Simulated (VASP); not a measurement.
Wanted: the native input for a VASP 6.6.1 run.

```
Task                   : single point
Functional             : r2SCAN
Potentials or basis    : VASP PAW PBE potentials, release 64 (Rh_sv_GW)
Cutoff                 : 580 eV
k mesh                 : 11 × 11 × 3
Occupations            : fermi-dirac, width 0.05 eV
Spin                   : no spin polarisation
Dipole correction      : no
Further INCAR settings : ALGO = Normal; EDIFF = 1e-06; NBANDS = 42
```

The system is Rh.

```
CELL_PARAMETERS angstrom
2.72717 0.00000 0.00000
-1.36358 2.36180 0.00000
0.00000 0.00000 8.91385
ATOMIC_POSITIONS crystal
Rh 0.66667 0.33333 0.75000
Rh 0.00000 0.00000 0.50000
Rh 0.33333 0.66667 0.25000
Rh 0.00000 0.00000 0.00000
```

This isn't the form of Rh at room conditions, which is fcc.

The input as run:

POSCAR

```
Rh
1.0
    2.7271663779      0.0000000000      0.0000000000
   -1.3635831889      2.3617953636      0.0000000000
    0.0000000000      0.0000000000      8.9138474877
Rh
4
Direct
    0.6666666667      0.3333333333      0.7500000000
    0.0000000000      0.0000000000      0.5000000000
    0.3333333333      0.6666666667      0.2500000000
    0.0000000000      0.0000000000      0.0000000000
```

INCAR.step1

```
SYSTEM = Rh
PREC = Accurate
ENCUT = 580
ISMEAR = -1
SIGMA = 0.05
LREAL = .FALSE.
LASPH = .TRUE.
NELM = 120
NBANDS = 42
GGA = PE
ALGO = Normal
EDIFF = 1E-5
LWAVE = .TRUE.
LCHARG = .FALSE.
GGA_COMPAT = .FALSE.
```

INCAR.step2

```
SYSTEM = Rh
PREC = Accurate
ENCUT = 580
EDIFF = 1E-6
ISMEAR = -1
SIGMA = 0.05
LREAL = .FALSE.
LASPH = .TRUE.
NELM = 120
ALGO = Normal
ISIF = 2
LWAVE = .FALSE.
LCHARG = .FALSE.
METAGGA = R2SCAN
LMIXTAU = .TRUE.
NBANDS = 42
ISTART = 1
GGA_COMPAT = .FALSE.
```

KPOINTS

```
Automatic mesh
0
G
  11 11 3
  0 0 0
```

Potentials or basis: VASP PAW PBE potentials, release 64 (Rh_sv_GW).

The run is started by

```sh
$ cat potpaw_PBE.64/Rh_sv_GW/POTCAR > POTCAR
$ cp INCAR.step1 INCAR
$ mpirun -np 1 vasp_std > vasp.out
$ cp INCAR.step2 INCAR
$ mpirun -np 1 vasp_std > vasp.out
```

It gave:

| Item | Value |
| --- | --- |
| Pressure | -12.3 GPa |
| Band gap on the k mesh | zero (bands 34 and 35 overlap by 1.61 eV) |

Caveat: the cell stands under tension; the PAW data sets were made with another functional, which shifts forces and pressure a little.

Run time: 6.5 min on 1 thread of AMD EPYC 7R13 Processor (Zen 3), with other jobs on the host, peak memory 0.22 GiB.
